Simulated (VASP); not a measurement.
Runs of VASP 6.6.1 on TiO. The structure is that of space group F-43m (No. 216), or close to it. The cells are those of the table. 

| task | spin | cell | k mesh | cutoff (eV) | gap on the mesh (eV) | pressure (GPa) | moment (μB) |
| --- | --- | --- | --- | --- | --- | --- | --- |
| single point | off | a = 3.258 Å, angles 60.0°, 2 atoms | 16 × 16 × 16 | 520 | none | 1.2 | - |
| single point | collinear | a = 3.260 Å, angles 60.0°, 2 atoms | 16 × 16 × 16 | 520 | none | 1.2 | 0.31 |
| relaxation of cell and atoms | collinear | relaxed from a = 3.156 Å, angles 60.0°, 2 atoms | 8 × 8 × 8 | 600 | none | -0.5 | 0.22 |
| single point | collinear | a = 3.258 Å, angles 60.0°, 2 atoms | 8 × 8 × 8 | 520 | none | 1.2 | 0.21 |
| single point | off | a = 3.260 Å, angles 60.0°, 2 atoms | 16 × 16 × 16 | 520 | none | (a) | - |
| single point | collinear | a = 3.156 Å, angles 60.0°, 2 atoms | 8 × 8 × 8 | 520 | none | (b) | 0.19 |

Alike in all rows: level r2SCAN; potentials or basis VASP PAW PBE potentials, release 64 (Ti_sv, O); smearing gaussian 0.1 eV.

Q: Fill in the values left out.

A: (a) 1.0; (b) 23.6.

Caveats: the PAW data sets were made with another functional, which shifts forces and pressure a little; semilocal functionals often make such compounds metallic where correlation or magnetic order opens a gap, which also shifts bond lengths; a moment this small can come from the mesh or the smearing (at least some runs); the cell stands under pressure (at least some runs).

A gap of «none» marks levels without a gap at the run's occupations.
